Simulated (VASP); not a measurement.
# NiO (Fm-3m) in VASP: settings compared

NiO is run at these levels: PBE, BLYP+D3(BJ); tasks: single point.

All numbers are computed with VASP 6.6.1; they aren't measurements. Logs are shortened: lines on timing, memory, paths and dates and some standing lists are left out, and cuts for length are marked.

## 1. The cell of the first run

Symmetry: Fm-3m, No. 225, cubic system. The conventional cell has a = 4.172 Å, b = 4.172 Å, c = 4.172 Å, α = 90.00°, β = 90.00°, γ = 90.00°. Within 2.8 Å of Ni (site symmetry m-3m) lie 6 O at 2.09 Å. Within 2.8 Å of O (site symmetry m-3m) lie 6 Ni at 2.09 Å.

## 2. Single point, PBE, collinear spin, ferromagnetic start

Contents of INCAR:

```
  PREC = Accurate
  ENCUT = 520
  EDIFF = 1E-7
  ISMEAR = -1
  SIGMA = 0.05
  LREAL = False
  LASPH = True
  NELM = 150
  ALGO = Normal
  ISIF = 2
  LWAVE = False
  LCHARG = True
  ISPIN = 2
  MAGMOM = 1 0
  LORBIT = 11
  LMAXMIX = 4
  GGA = PE
  LELF = True
  LVHAR = True
  NBANDS = 19
```

Contents of KPOINTS:

```
Automatic mesh
0
Gamma
  4 4 4
```

Contents of POSCAR:

```
NiO
1.0
    0.0000000000      2.0859016414      2.0859016414
    2.0859016414      0.0000000000      2.0859016414
    2.0859016414      2.0859016414      0.0000000000
Ni O
1 1
Direct
    0.0000000000      0.0000000000      0.0000000000
    0.5000000000      0.5000000000      0.5000000000
```

Potentials or basis: VASP PAW PBE potentials, release 64 (Ni, O).

Started as:

```bash
cat potpaw_PBE.64/Ni/POTCAR potpaw_PBE.64/O/POTCAR > POTCAR
mpirun -np 1 vasp_std > vasp.out
```

OUTCAR:

```text
PREC = Accurate
   ENCUT = 520
   EDIFF = 1E-7
   ISMEAR = -1
   LREAL = False
   LASPH = True
   NELM = 150
   ISIF = 2
   ISPIN = 2
   LORBIT = 11
   GGA = PE

 ion  position               nearest neighbor table
   1  0.000  0.000  0.000-   2 2.09   2 2.09   2 2.09   2 2.09   2 2.09   2 2.09
   2  0.500  0.500  0.500-   1 2.09   1 2.09   1 2.09   1 2.09   1 2.09   1 2.09

  LATTYP: Found a face centered cubic cell.
 ALAT       =     4.1718032828

  Lattice vectors:

 A1 = (   0.0000000000,   2.0859016414,   2.0859016414)
 A2 = (   2.0859016414,   0.0000000000,   2.0859016414)
 A3 = (   2.0859016414,   2.0859016414,   0.0000000000)

Analysis of symmetry for initial positions (statically):
=====================================================================
 Subroutine PRICEL returns:
 Original cell was already a primitive cell.

 Routine SETGRP: Setting up the symmetry group for a
 face centered cubic supercell.

 Subroutine GETGRP returns: Found 48 space group operations
 (whereof 48 operations were pure point group operations)
 out of a pool of 48 trial point group operations.

The static configuration has the point symmetry O_h .

Analysis of symmetry for dynamics (positions and initial velocities):
=====================================================================
 Subroutine PRICEL returns:
 Original cell was already a primitive cell.

 Routine SETGRP: Setting up the symmetry group for a
 face centered cubic supercell.

 Subroutine GETGRP returns: Found 48 space group operations
 (whereof 48 operations were pure point group operations)
 out of a pool of 48 trial point group operations.

The dynamic configuration has the point symmetry O_h .

Analysis of structural, dynamic, and magnetic symmetry:
=====================================================================
 Subroutine PRICEL returns:
 Original cell was already a primitive cell.

 Routine SETGRP: Setting up the symmetry group for a
 face centered cubic supercell.

 Subroutine GETGRP returns: Found 48 space group operations
 (whereof 48 operations were pure point group operations)
 out of a pool of 48 trial point group operations.

The overall configuration has the point symmetry O_h .

 Subroutine INISYM returns: Found 48 space group operations
 (whereof 48 operations are pure point group operations),
 and found     1 'primitive' translations

----------------------------------------------------------------------------------------

                                     Primitive cell

  volume of cell :      18.1515

  direct lattice vectors                    reciprocal lattice vectors
     0.000000000  2.085901641  2.085901641    -0.239704495  0.239704495  0.239704495
     2.085901641  0.000000000  2.085901641     0.239704495 -0.239704495  0.239704495
     2.085901641  2.085901641  0.000000000     0.239704495  0.239704495 -0.239704495

  length of vectors
     2.949910391  2.949910391  2.949910391     0.415180364  0.415180364  0.415180364

  position of ions in fractional coordinates (direct lattice)
     0.000000000  0.000000000  0.000000000
     0.500000000  0.500000000  0.500000000

  ion indices of the primitive-cell ions
   primitive index   ion index
                 1           1
                 2           2

----------------------------------------------------------------------------------------

 KPOINTS: Automatic mesh

Automatic generation of k-mesh.
 Grid dimensions read from file:
 generate k-points for:    4    4    4

 Generating k-lattice:

  Cartesian coordinates                     Fractional coordinates (reciprocal lattice)
    -0.059926124  0.059926124  0.059926124     0.250000000  0.000000000  0.000000000
     0.059926124 -0.059926124  0.059926124     0.000000000  0.250000000  0.000000000
     0.059926124  0.059926124 -0.059926124     0.000000000  0.000000000  0.250000000

  Length of vectors
     0.103795091  0.103795091  0.103795091

  Shift w.r.t. Gamma in fractional coordinates (k-lattice)
     0.000000000  0.000000000  0.000000000

 Subroutine IBZKPT returns following result:
 ===========================================

 Found      8 irreducible k-points:

 Following reciprocal coordinates:
            Coordinates               Weight
  0.000000  0.000000  0.000000      1.000000
  0.250000  0.000000  0.000000      8.000000
  0.500000  0.000000  0.000000      4.000000
  0.250000  0.250000  0.000000      6.000000
  0.500000  0.250000  0.000000     24.000000
 -0.250000  0.250000  0.000000     12.000000
  0.500000  0.500000  0.000000      3.000000
 -0.250000  0.500000  0.250000      6.000000
   k-points           NKPTS =      8   k-points in BZ     NKDIM =      8   number of bands    NBANDS=     19
   number of dos      NEDOS =    301   number of ions     NIONS =      2
   total plane-waves  NPLWV =  13824
   dimension x,y,z NGX =    24 NGY =   24 NGZ =   24
   dimension x,y,z NGXF=    48 NGYF=   48 NGZF=   48
   ions per type =               1   1
   NGX,Y,Z   is equivalent  to a cutoff of  13.53, 13.53, 13.53 a.u.
   NGXF,Y,Z  is equivalent  to a cutoff of  27.05, 27.05, 27.05 a.u.
 SYSTEM =  unknown system
   PREC   = accura    normal or accurate (medium, high low for compatibility)
   ISTART =      0    job   : 0-new  1-cont  2-samecut
   ICHARG =      2    charge: 1-file 2-atom 10-const
   ISPIN  =      2    spin polarized calculation?
   LNONCOLLINEAR =      F non collinear calculations
   LSORBIT =      F    spin-orbit coupling
   LASPH  =      T    aspherical Exc in radial PAW
   ENCUT  =  520.0 eV  38.22 Ry    6.18 a.u.   5.48  5.48  5.48*2*pi/ulx,y,z
   NELM   =    150;   NELMIN=  2; NELMDL= -5     # of ELM steps
   EDIFF  = 0.1E-06   stopping-criterion for ELM
   LREAL  =      F    real-space projection
   EDIFFG = 0.1E-05   stopping-criterion for IOM
   NSW    =      0    number of steps for IOM
   IBRION =     -1    ionic relax: 0-MD 1-quasi-New 2-CG
   NFREE  =      0    steps in history (QN), initial steepest desc. (CG)
   ISIF   =      2    stress and relaxation
   ISYM   =      2    0-nonsym 1-usesym 2-fastsym
   POTIM  = 0.5000    time-step for ionic-motion
   TEBEG  =    0.0;   TEEND  =   0.0 temperature during run
   PSTRESS=    0.0 pullay stress
   NELECT =      16.0000    total number of electrons
   NUPDOWN=      -1.0000    fix difference up-down
   EMIN   =  10.00;   EMAX   =-10.00  energy-range for DOS
   EFERMI =   0.00;   METHOD = LEGACY
   ISMEAR =    -1;   SIGMA  =   0.05  broadening in eV -4-tet -1-fermi 0-gaus
   EFERMI_NEDOS =   21; number of points for ismear=-14 and -15
   IALGO  =     38    algorithm
   IMIX   =      4    mixing-type and parameters
     AMIX     =   0.40;   BMIX     =  1.00
     AMIX_MAG =   1.60;   BMIX_MAG =  1.00
  volume/ion in A,a.u.               =       9.08        61.25
  Fermi-wavevector in a.u.,A,eV,Ry     =   1.569680  2.966264 33.523312  2.463894
  Thomas-Fermi vector in A             =   2.671526
   LORBIT       =     11    0 simple, 1 ext, 2 COOP (PROOUT), +10 PAW based schemes
   GGA     = PE    functional components
   LHFCALC =     F    Hartree Fock is set to
   AEXX    =    0.0000 exact exchange contribution
   IVDW    =     0    specifies the selected vdW correction
   LEPSILON=     F    determine dielectric tensor
   LRPA    =     F    only Hartree local field effects (RPA)
 spin polarized calculation
  energy-cutoff  :      520.00
  volume of cell :       18.15
 maximum number of plane-waves:       531
 NGX is ok and might be reduce to    24
   NGX = 11   NGY = 11   NGZ = 11

 number of electron      16.0000001 magnetization       1.3787435

 Free energy of the ion-electron system (eV)
  ---------------------------------------------------
  ext. energy  EPLUGINS =         0.00000000
  ---------------------------------------------------
  free energy    TOTEN  =       -11.53731357 eV

  energy without entropy =      -11.52651094  energy(sigma->0) =      -11.53191226

 E-fermi :   8.0814     XC(G=0): -12.6996

 val. band max:        8.0516073497   @ k =  -0.2500   0.5000   0.2500
 cond. band min:       8.1045444078   @ k =  -0.2500   0.2500   0.0000
 fundamental gap:      0.0529370581
 Fermi energy:         8.0813822270

 spin component 1

 k-point     1 :       0.0000    0.0000    0.0000
  band No.  band energies     occupation
      1     -12.5202      1.00000
      2       4.8560      1.00000
      3       4.8560      1.00000
      4       4.8560      1.00000
      5       5.1960      1.00000
      6       5.1960      1.00000
[... 11 lines left out ...]
     18      33.9744      0.00000
     19      33.9744      0.00000
[... 133 lines left out ...]
 k-point     8 :      -0.2500    0.5000    0.2500
  band No.  band energies     occupation
      1     -10.9814      1.00000
      2       1.7418      1.00000
      3       1.7418      1.00000
      4       1.9674      1.00000
      5       5.9627      1.00000
      6       6.2498      1.00000
[... 11 lines left out ...]
     18      40.6747      0.00000
     19      43.9679      0.00000
 Fermi energy:         8.0813822270

 spin component 2

 k-point     1 :       0.0000    0.0000    0.0000
  band No.  band energies     occupation
      1     -12.2156      1.00000
      2       5.2045      1.00000
      3       5.2045      1.00000
      4       5.2045      1.00000
      5       6.1724      1.00000
      6       6.1725      1.00000
[... 11 lines left out ...]
     18      34.4650      0.00000
     19      34.4652      0.00000
[... 133 lines left out ...]
 k-point     8 :      -0.2500    0.5000    0.2500
  band No.  band energies     occupation
      1     -10.6235      1.00000
      2       2.0291      1.00000
      3       2.0291      1.00000
      4       2.5877      1.00000
      5       6.9010      1.00000
      6       6.9012      1.00000
[... 11 lines left out ...]
     18      40.7331      0.00000
     19      44.2545      0.00000

------------------------ aborting loop because EDIFF is reached ----------------------------------------

  FORCE on cell =-STRESS in cart. coord.  units (eV):
  Direction    XX          YY          ZZ          XY          YZ          ZX
  --------------------------------------------------------------------------------------
  -------------------------------------------------------------------------------------
  Total        0.2239855      0.2239855      0.2239855      0.0000000     -0.0000000      0.0000000
  in kB       19.7705578     19.7705578     19.7705578      0.0000000     -0.0000000      0.0000000
  external PRESSURE =      19.7705578 kB  Pullay stress =       0.0000000 kB

 VOLUME and BASIS-vectors are now :
 -----------------------------------------------------------------------------
  energy-cutoff  :      520.00
  volume of cell :       18.15
      direct lattice vectors                 reciprocal lattice vectors
     0.000000000  2.085901641  2.085901641    -0.239704495  0.239704495  0.239704495
     2.085901641  0.000000000  2.085901641     0.239704495 -0.239704495  0.239704495
     2.085901641  2.085901641  0.000000000     0.239704495  0.239704495 -0.239704495

 POSITION                                       TOTAL-FORCE (eV/Angst)
 -----------------------------------------------------------------------------------
      0.00000      0.00000      0.00000         0.000000      0.000000      0.000000
      2.08590      2.08590      2.08590        -0.000000     -0.000000     -0.000000
 -----------------------------------------------------------------------------------
    total drift:                                0.000000     -0.000000     -0.000000

  FREE ENERGIE OF THE ION-ELECTRON SYSTEM (eV)
  ---------------------------------------------------
  free  energy   TOTEN  =       -11.5373135680 eV

  energy  without entropy=      -11.5265109441  energy(sigma->0) =      -11.53191226

 total charge

# of ion       s       p       d       tot
------------------------------------------
    1        0.327   0.402   8.291   9.020
    2        1.562   3.402   0.000   4.964
--------------------------------------------------
tot          1.889   3.804   8.291  13.984

 magnetization (x)

# of ion       s       p       d       tot
------------------------------------------
    1        0.012   0.015   1.135   1.163
    2        0.023   0.158   0.000   0.181
--------------------------------------------------
tot          0.035   0.173   1.135   1.344
```

It took 20 s on 1 thread of Intel Xeon 8259CL, shared host; peak memory 0.15 GiB.

What came out:

| Quantity | Value |
| --- | --- |
| Free energy | -11.5373 eV |
| Pressure | 2.0 GPa |
| Net moment | 1.38 μB per cell |
| Site moments | Ni +1.16; O +0.18 μB |
| Valence electrons inside the program's atomic spheres | Ni 9.02; O 4.96 |

Caveat: the k points lie up to 0.65 Å⁻¹ apart; a cell with one magnetic atom can't hold antiferromagnetic order, which such compounds often take; semilocal functionals often make such compounds metallic where correlation or magnetic order opens a gap, which also shifts bond lengths.

(Part 1 of 2 ends here.)
